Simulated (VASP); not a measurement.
Here is a VASP 6.6.1 calculation.

File POSCAR:

```
C
1.0
   -1.4422620478      1.4422620478      1.4422620478
    1.4422620478     -1.4422620478      1.4422620478
    1.4422620478      1.4422620478     -1.4422620478
C
1
Direct
    0.0000000000      0.0000000000      0.0000000000
```

INCAR.step1

```
SYSTEM = C
  PREC = Accurate
  ENCUT = 520
  ISMEAR = 0
  SIGMA = 0.1
  LREAL = .False.
  LASPH = .True.
  NELM = 80
  NBANDS = 8
  GGA = PE
  ALGO = Normal
  EDIFF = 1E-4
  LWAVE = .True.
  LCHARG = .False.
```

The input INCAR.step2:

```
SYSTEM = C
  PREC = Accurate
  ENCUT = 520
  EDIFF = 1E-6
  ISMEAR = 0
  SIGMA = 0.1
  LREAL = .False.
  LASPH = .True.
  NELM = 80
  ALGO = Normal
  ISIF = 2
  LWAVE = .False.
  LCHARG = .False.
  METAGGA = R2SCAN
  LMIXTAU = .True.
  NBANDS = 8
  ISTART = 1
```

File KPOINTS:

```
Automatic mesh
0
Gamma
  8 8 8
  0 0 0
```

Potentials or basis: VASP PAW PBE potentials, release 64 (C).

Launch:

```sh
$ cat potpaw_PBE.64/C/POTCAR > POTCAR
$ cp INCAR.step1 INCAR
$ mpirun -np 1 vasp_std > vasp.out
$ cp INCAR.step2 INCAR
$ mpirun -np 1 vasp_std > vasp.out
```

Question: Predict the pressure.

Answer: -31.1 GPa.

Question: What does it give for the band gap on the k mesh?

Answer: Zero (band 2 reaches 7.35 eV, above the bottom of band 3 at -0.03 eV).

Caveat: the k points lie up to 0.39 Å⁻¹ apart; the PAW data sets were made with another functional, which shifts forces and pressure a little.
